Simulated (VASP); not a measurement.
# TePb (Fm-3m) in VASP: single point with PBE+D3(BJ)

Aim: the single point of TePb with PBE+D3(BJ).

All numbers are computed with VASP 6.6.1; they aren't measurements. Logs are shortened: lines on timing, memory, paths and dates and some standing lists are left out, and cuts for length are marked.

## Step 1: The cell of the first run

It takes space group Fm-3m (No. 225, cubic). Conventional cell: a = 6.462 Å, b = 6.462 Å, c = 6.462 Å, α = 90.00°, β = 90.00°, γ = 90.00°. Within 4.3 Å of Te (site symmetry m-3m) lie 6 Pb at 3.23 Å. Within 4.3 Å of Pb (site symmetry m-3m) lie 6 Te at 3.23 Å.

## Step 2: Single point, PBE+D3(BJ)

The input, INCAR:

```
  ALGO = Normal
  EDIFF = 1E-6
  ENCUT = 500
  GGA = PE
  GGA_COMPAT = F
  ISIF = 2
  ISMEAR = 0
  IVDW = 12
  LASPH = T
  LCHARG = F
  LREAL = F
  LWAVE = F
  NBANDS = 94
  NELM = 120
  PREC = Accurate
  SIGMA = 0.02
```

The input, KPOINTS:

```
k-points
0
Gamma
  2 2 2
```

The input, POSCAR:

```
TePb
1.0
    0.0000000000      6.4620000000      6.4620000000
    6.4620000000      0.0000000000      6.4620000000
    6.4620000000      6.4620000000      0.0000000000
Te Pb
8 8
Direct
    0.2500000000      0.2500000000      0.2500000000
    0.2500000000      0.2500000000      0.7500000000
    0.2500000000      0.7500000000      0.2500000000
    0.2500000000      0.7500000000      0.7500000000
    0.7500000000      0.2500000000      0.2500000000
    0.7500000000      0.2500000000      0.7500000000
    0.7500000000      0.7500000000      0.2500000000
    0.7500000000      0.7500000000      0.7500000000
    0.0000000000      0.0000000000      0.0000000000
    0.0000000000      0.0000000000      0.5000000000
    0.0000000000      0.5000000000      0.0000000000
    0.0000000000      0.5000000000      0.5000000000
    0.5000000000      0.0000000000      0.0000000000
    0.5000000000      0.0000000000      0.5000000000
    0.5000000000      0.5000000000      0.0000000000
    0.5000000000      0.5000000000      0.5000000000
```

Potentials or basis: VASP PAW PBE potentials, release 64 (Te, Pb_d).

The run is started by

```bash
$ cat potpaw_PBE.64/Te/POTCAR potpaw_PBE.64/Pb_d/POTCAR > POTCAR
$ mpirun -np 1 vasp_std > vasp.out
```

OUTCAR:

```text
EDIFF = 1E-6
   ENCUT = 500
   GGA = PE
   ISIF = 2
   ISMEAR = 0
   IVDW = 12
   LASPH = T
   LREAL = F
   NELM = 120
   PREC = Accurate
 IVDW          = 12

 ion  position               nearest neighbor table
   1  0.250  0.250  0.250-  10 3.23  11 3.23  12 3.23  13 3.23  14 3.23  15 3.23
   2  0.250  0.250  0.750-   9 3.23  11 3.23  12 3.23  13 3.23  14 3.23  16 3.23
   3  0.250  0.750  0.250-   9 3.23  10 3.23  12 3.23  13 3.23  15 3.23  16 3.23
   4  0.250  0.750  0.750-   9 3.23  10 3.23  11 3.23  14 3.23  15 3.23  16 3.23
   5  0.750  0.250  0.250-   9 3.23  10 3.23  11 3.23  14 3.23  15 3.23  16 3.23
   6  0.750  0.250  0.750-   9 3.23  10 3.23  12 3.23  13 3.23  15 3.23  16 3.23
[... 8 lines left out ...]
  15  0.500  0.500  0.000-   1 3.23   3 3.23   4 3.23   5 3.23   6 3.23   8 3.23
  16  0.500  0.500  0.500-   2 3.23   3 3.23   4 3.23   5 3.23   6 3.23   7 3.23

  LATTYP: Found a face centered cubic cell.
 ALAT       =    12.9240000000

  Lattice vectors:

 A1 = (   0.0000000000,   6.4620000000,   6.4620000000)
 A2 = (   6.4620000000,   0.0000000000,   6.4620000000)
 A3 = (   6.4620000000,   6.4620000000,   0.0000000000)

Analysis of symmetry for initial positions (statically):
=====================================================================
 Subroutine PRICEL returns following result:

  LATTYP: Found a face centered cubic cell.
 ALAT       =     6.4620000000

  Lattice vectors:

 A1 = (   0.0000000000,   3.2310000000,   3.2310000000)
 A2 = (   3.2310000000,   0.0000000000,   3.2310000000)
 A3 = (   3.2310000000,   3.2310000000,   0.0000000000)

   8 primitive cells build up your supercell.

 Routine SETGRP: Setting up the symmetry group for a
 face centered cubic supercell.

 Subroutine GETGRP returns: Found 48 space group operations
 (whereof 48 operations were pure point group operations)
 out of a pool of 48 trial point group operations.

The static configuration has the point symmetry O_h .

Analysis of symmetry for dynamics (positions and initial velocities):
=====================================================================
 Subroutine PRICEL returns following result:

  LATTYP: Found a face centered cubic cell.
 ALAT       =     6.4620000000

  Lattice vectors:

 A1 = (   0.0000000000,   3.2310000000,   3.2310000000)
 A2 = (   3.2310000000,   0.0000000000,   3.2310000000)
 A3 = (   3.2310000000,   3.2310000000,   0.0000000000)

   8 primitive cells build up your supercell.

 Routine SETGRP: Setting up the symmetry group for a
 face centered cubic supercell.

 Subroutine GETGRP returns: Found 48 space group operations
 (whereof 48 operations were pure point group operations)
 out of a pool of 48 trial point group operations.

The dynamic configuration has the point symmetry O_h .

 Subroutine INISYM returns: Found 48 space group operations
 (whereof 48 operations are pure point group operations),
 and found     8 'primitive' translations

----------------------------------------------------------------------------------------

                                     Primitive cell

  volume of cell :      67.4592

  direct lattice vectors                    reciprocal lattice vectors
     0.000000000  3.231000000  3.231000000    -0.154750851  0.154750851  0.154750851
     3.231000000  0.000000000  3.231000000     0.154750851 -0.154750851  0.154750851
     3.231000000  3.231000000  0.000000000     0.154750851  0.154750851 -0.154750851

  length of vectors
     4.569324020  4.569324020  4.569324020     0.268036337  0.268036337  0.268036337

  position of ions in fractional coordinates (direct lattice)
     0.500000000  0.500000000  0.500000000
     0.000000000  0.000000000  0.000000000

  ion indices of the primitive-cell ions
   primitive index   ion index
                 1           1
                 2           9

----------------------------------------------------------------------------------------

 KPOINTS: k-points

Automatic generation of k-mesh.
 Grid dimensions read from file:
 generate k-points for:    2    2    2

 Generating k-lattice:

  Cartesian coordinates                     Fractional coordinates (reciprocal lattice)
    -0.038687713  0.038687713  0.038687713     0.500000000  0.000000000  0.000000000
     0.038687713 -0.038687713  0.038687713     0.000000000  0.500000000  0.000000000
     0.038687713  0.038687713 -0.038687713     0.000000000  0.000000000  0.500000000

  Length of vectors
     0.067009084  0.067009084  0.067009084

  Shift w.r.t. Gamma in fractional coordinates (k-lattice)
     0.000000000  0.000000000  0.000000000

 Subroutine IBZKPT returns following result:
 ===========================================

 Found      3 irreducible k-points:

 Following reciprocal coordinates:
            Coordinates               Weight
  0.000000  0.000000  0.000000      1.000000
  0.500000  0.000000  0.000000      4.000000
  0.500000  0.500000  0.000000      3.000000
   k-points           NKPTS =      3   k-points in BZ     NKDIM =      3   number of bands    NBANDS=     94
   number of dos      NEDOS =    301   number of ions     NIONS =     16
   total plane-waves  NPLWV = 343000
   dimension x,y,z NGX =    70 NGY =   70 NGZ =   70
   dimension x,y,z NGXF=   140 NGYF=  140 NGZF=  140
   ions per type =               8   8
   NGX,Y,Z   is equivalent  to a cutoff of  12.73, 12.73, 12.73 a.u.
   NGXF,Y,Z  is equivalent  to a cutoff of  25.47, 25.47, 25.47 a.u.
 SYSTEM =  unknown system
   PREC   = accura    normal or accurate (medium, high low for compatibility)
   ISTART =      0    job   : 0-new  1-cont  2-samecut
   ICHARG =      2    charge: 1-file 2-atom 10-const
   ISPIN  =      1    spin polarized calculation?
   LNONCOLLINEAR =      F non collinear calculations
   LSORBIT =      F    spin-orbit coupling
   LASPH  =      T    aspherical Exc in radial PAW
   ENCUT  =  500.0 eV  36.75 Ry    6.06 a.u.  16.66 16.66 16.66*2*pi/ulx,y,z
   NELM   =    120;   NELMIN=  2; NELMDL= -5     # of ELM steps
   EDIFF  = 0.1E-05   stopping-criterion for ELM
   LREAL  =      F    real-space projection
[... 7 lines left out ...]
   TEBEG  =    0.0;   TEEND  =   0.0 temperature during run
   PSTRESS=    0.0 pullay stress
   NELECT =     160.0000    total number of electrons
   NUPDOWN=      -1.0000    fix difference up-down
   EMIN   =  10.00;   EMAX   =-10.00  energy-range for DOS
   EFERMI =   0.00;   METHOD = LEGACY
   ISMEAR =     0;   SIGMA  =   0.02  broadening in eV -4-tet -1-fermi 0-gaus
   EFERMI_NEDOS =   21; number of points for ismear=-14 and -15
   IALGO  =     38    algorithm
   IMIX   =      4    mixing-type and parameters
     AMIX     =   0.40;   BMIX     =  1.00
     AMIX_MAG =   1.60;   BMIX_MAG =  1.00
  volume/ion in A,a.u.               =      33.73       227.62
  Fermi-wavevector in a.u.,A,eV,Ry     =   1.091619  2.062861 16.213147  1.191633
  Thomas-Fermi vector in A             =   2.227868
   LORBIT       =      0    0 simple, 1 ext, 2 COOP (PROOUT), +10 PAW based schemes
   GGA     = PE    functional components
   LHFCALC =     F    Hartree Fock is set to
   AEXX    =    0.0000 exact exchange contribution
   IVDW    =    12    specifies the selected vdW correction
   LEPSILON=     F    determine dielectric tensor
   LRPA    =     F    only Hartree local field effects (RPA)
 non-spin polarized calculation
 Gauss-broadening in eV      SIGMA  =   0.02
  energy-cutoff  :      500.00
  volume of cell :      539.67
 maximum number of plane-waves:     13762
 NGX is ok and might be reduce to    70
   NGX = 33   NGY = 33   NGZ = 33

 number of electron     159.9999980 magnetization

 Free energy of the ion-electron system (eV)
  ---------------------------------------------------
  ext. energy  EPLUGINS =         0.00000000
  ---------------------------------------------------
  free energy    TOTEN  =       -59.95185034 eV

  energy without entropy =      -59.95185034  energy(sigma->0) =      -59.95185034

 E-fermi :   5.7616     XC(G=0):  -9.3039

 val. band max:        5.6224791947   @ k =   0.0000   0.0000   0.0000
 cond. band min:       6.3567056252   @ k =   0.0000   0.0000   0.0000
 fundamental gap:      0.7342264305
 Fermi energy:         5.7615668509

 k-point     1 :       0.0000    0.0000    0.0000
  band No.  band energies     occupation
      1     -11.1672      2.00000
      2     -11.1672      2.00000
      3     -11.1672      2.00000
      4     -11.1201      2.00000
      5     -11.1201      2.00000
      6     -11.1201      2.00000
[... 84 lines left out ...]
     91       6.8939      0.00000
     92       6.8939      0.00000

 k-point     2 :       0.5000    0.0000    0.0000
  band No.  band energies     occupation
      1     -11.1424      2.00000
      2     -11.1424      2.00000
      3     -11.1424      2.00000
      4     -11.1424      2.00000
      5     -11.1424      2.00000
      6     -11.1424      2.00000
[... 84 lines left out ...]
     91       8.8030      0.00000
     92       8.8054      0.00000

 k-point     3 :       0.5000    0.5000    0.0000
  band No.  band energies     occupation
      1     -11.1489      2.00000
      2     -11.1489      2.00000
      3     -11.1308      2.00000
      4     -11.1308      2.00000
      5     -11.1244      2.00000
      6     -11.1244      2.00000
[... 84 lines left out ...]
     91       8.2186      0.00000
     92       8.2186      0.00000
 [bands above 92 left out]

------------------------ aborting loop because EDIFF is reached ----------------------------------------

 Edisp (eV)   -6.43733

 E8    (eV) :    -3.1188

  FORCE on cell =-STRESS in cart. coord.  units (eV):
  Direction    XX          YY          ZZ          XY          YZ          ZX
  --------------------------------------------------------------------------------------
  -------------------------------------------------------------------------------------
  Total       0.41399     0.41399     0.41399     0.00000     0.00000     0.00000
  in kB       1.22906     1.22906     1.22906     0.00000     0.00000     0.00000
  external pressure =        1.23 kB  Pullay stress =        0.00 kB

 VOLUME and BASIS-vectors are now :
 -----------------------------------------------------------------------------
  energy-cutoff  :      500.00
  volume of cell :      539.67
      direct lattice vectors                 reciprocal lattice vectors
     0.000000000  6.462000000  6.462000000    -0.077375426  0.077375426  0.077375426
     6.462000000  0.000000000  6.462000000     0.077375426 -0.077375426  0.077375426
     6.462000000  6.462000000  0.000000000     0.077375426  0.077375426 -0.077375426

 POSITION                                       TOTAL-FORCE (eV/Angst)
 -----------------------------------------------------------------------------------
      3.23100      3.23100      3.23100         0.000000     -0.000000      0.000000
      6.46200      6.46200      3.23100        -0.000000     -0.000000     -0.000000
      6.46200      3.23100      6.46200         0.000000     -0.000000     -0.000000
      9.69300      6.46200      6.46200         0.000000     -0.000000      0.000000
      3.23100      6.46200      6.46200         0.000000     -0.000000      0.000000
      6.46200      9.69300      6.46200         0.000000     -0.000000     -0.000000
[... 8 lines left out ...]
      3.23100      3.23100      6.46200        -0.000000     -0.000000      0.000000
      6.46200      6.46200      6.46200         0.000000     -0.000000      0.000000
 -----------------------------------------------------------------------------------
    total drift:                               -0.000000      0.000000     -0.000000

  FREE ENERGIE OF THE ION-ELECTRON SYSTEM (eV)
  ---------------------------------------------------
  free  energy   TOTEN  =       -66.3891840681 eV

  energy  without entropy=      -66.3891840681  energy(sigma->0) =      -66.38918407
```

It took 6.3 min on 1 thread of Intel Xeon Platinum 8375C at 2.90GHz (Ice Lake), shared host; peak memory 0.73 GiB.

What came out:

| Property | Result |
| --- | --- |
| Free energy | -66.3892 eV |
| Pressure | 0.1 GPa |
| Band gap on the k mesh | 0.73 eV |
| Dispersion energy per atom | -0.402 eV |

Caveat: the k points lie up to 0.42 Å⁻¹ apart; spin-orbit coupling is left out, which moves the levels of the heavy elements.
